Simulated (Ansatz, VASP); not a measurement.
Two plane-wave programs on CdS

Contents of INCAR:

```
SYSTEM = CdS
PREC = Accurate
ENCUT = 500
EDIFF = 1E-6
ISMEAR = 0
SIGMA = 0.01
LREAL = .FALSE.
LASPH = .TRUE.
NELM = 120
ALGO = Normal
ISIF = 2
LWAVE = .FALSE.
LCHARG = .FALSE.
GGA = PS
NBANDS = 26
GGA_COMPAT = .FALSE.
```

The input KPOINTS:

```
Automatic mesh
0
G
  6 6 4
  0 0 0
```

File POSCAR:

```
CdS
1.0
    4.1246903130      0.0000000000      0.0000000000
   -2.0623451565      3.5720865938      0.0000000000
    0.0000000000      0.0000000000      6.7075866286
Cd S
2 2
Direct
    0.3333333333      0.6666666667      0.0001629549
    0.6666666667      0.3333333333      0.5001629549
    0.3333333333      0.6666666667      0.3768370451
    0.6666666667      0.3333333333      0.8768370451
```

Input for Ansatz:

```yaml
crystal:
  lattice:
    - [4.124690313, 0.0, 0.0]
    - [-2.0623451565, 3.5720865938, 0.0]
    - [0.0, 0.0, 6.7075866286]
  atoms:
    - { symbol: Cd, position: [0.3333333333, 0.6666666667, 0.0001629549] }
    - { symbol: Cd, position: [0.6666666667, 0.3333333333, 0.5001629549] }
    - { symbol: S, position: [0.3333333333, 0.6666666667, 0.3768370451] }
    - { symbol: S, position: [0.6666666667, 0.3333333333, 0.8768370451] }
basis:
  ecutwfc: 420
kpoints:
  mp_grid: { grid: [6, 6, 4] }
  band_path:
    path:
      - [0.0, 0.0, 0.0]
      - [0.0, 0.0, 0.0]
      - [0.3, 0.0, 0.0]
      - [0.5, 0.0, 0.3387561616]
      - [0.3333333333, 0.3333333333, 0.0]
      - [0.0, 0.0, 0.5]
      - [0.0078775782, -0.0039387891, 0.0]
      - [-0.0078775782, 0.0039387891, 0.0]
      - [0.0, 0.0, 0.0128105468]
      - [0.0, 0.0, -0.0128105468]
      - [0.0078775782, -0.0039387891, 0.0]
      - [-0.0078775782, 0.0039387891, 0.0]
      - [0.0, 0.0, 0.0128105468]
      - [0.0, 0.0, -0.0128105468]
    npoints: 1
hamiltonian:
  xc: pbesol
scf:
  occupations: { method: fixed }
  n_extra_bands: 6
output:
  forces: true
  stress: true
  eigenvalues: true
```

Alike in both runs: task single point; functional PBEsol; k mesh 6 × 6 × 4; no spin polarisation.

```csv
,VASP,Ansatz
version,VASP 6.6.1,Ansatz 0.2.0
potentials or method,"VASP PAW PBE potentials, release 64 (Cd, S), cutoff 500 eV","scalar-relativistic, plane waves, PAW"
occupations,"gaussian, width 0.01 eV",fixed
valence electrons in the cell,36,52
```

Ansatz gave:

| Item | Value |
| --- | --- |
| gap on the k mesh at the Fermi level (eV) | 1.09 |
| least direct gap on the mesh (eV) | 1.09 |
| pressure (GPa) | 0.0 |

Question: What did VASP give for the same quantities?

Answer: gap on the k mesh at the Fermi level (eV): 1.10; least direct gap on the mesh (eV): 1.10; pressure (GPa): 0.4.

VASP's potentials were made for PBE, not for PBEsol. VASP's potentials hold 36 valence electrons a cell and Ansatz's 52, so a difference there can come from the potentials and not from the codes.
